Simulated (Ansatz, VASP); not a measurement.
## One calculation of NaI, two programs

```
Na I
1.0
    -2.24366    2.24366    8.47383
     2.24366   -2.24366    8.47383
     2.24366    2.24366   -8.47383
Na I
2 2
Cartesian
  2.2437 0.0000 4.2369
  0.0000 0.0000 8.4738
  0.0000 2.2437 4.2369
  0.0000 0.0000 0.0000
```

Alike in both runs: task single point; functional PBE; k mesh 6 × 6 × 6; occupations fermi-dirac, width 0.0014 eV; no spin polarisation.

```csv
,VASP,Ansatz
version,VASP 6.6.1,Ansatz 0.2.0
potentials or method,"VASP PAW PBE potentials, release 64 (Na_pv, I), cutoff 520 eV","scalar-relativistic, plane waves, PAW"
valence electrons in the cell,28,52
```

|  | VASP | Ansatz | Ansatz less VASP |
| --- | --- | --- | --- |
| gap on the k mesh at the Fermi level (eV) | 3.03 | 3.03 | 0.000 |
| least direct gap on the mesh (eV) | 3.06 | 3.06 | 0.000 |
| pressure (GPa) | -0.4 | -0.4 | -0.01 |
| traceless stress, the component that is largest in VASP (GPa) | 0.43 | 0.43 | +0.004 |

With one functional, cell and mesh, what is left measures potentials, basis and numerics. VASP's potentials hold 28 valence electrons a cell and Ansatz's 52, so a difference there can come from the potentials and not from the codes.

Spin-orbit coupling is off throughout.
